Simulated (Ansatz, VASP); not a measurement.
**One calculation of Nb, two programs**

```
Nb
1.0
    -1.65573    1.65573    1.65573
     1.65573   -1.65573    1.65573
     1.65573    1.65573   -1.65573
Nb
1
Direct
  0.00000 0.00000 0.00000
```

Alike in both runs: task single point; functional PBE; k mesh 28 × 28 × 28; occupations gaussian, width 0.05 eV; no spin polarisation.

|  | VASP | Ansatz |
| --- | --- | --- |
| version | VASP 6.6.1 | Ansatz 0.2.0 |
| potentials or method | VASP PAW PBE potentials, release 64 (Nb_sv) | scalar-relativistic, plane waves, PAW |
| plane-wave cutoff (eV) | 520 | 420 |
| valence electrons in the cell | 13 | 13 |

|  | VASP | Ansatz | Ansatz less VASP |
| --- | --- | --- | --- |
| gap on the k mesh at the Fermi level (eV) | none | none | - |
| pressure (GPa) | -0.6 | -0.3 | +0.32 |

A gap of «none» marks a metal or a gap that the smearing closes.
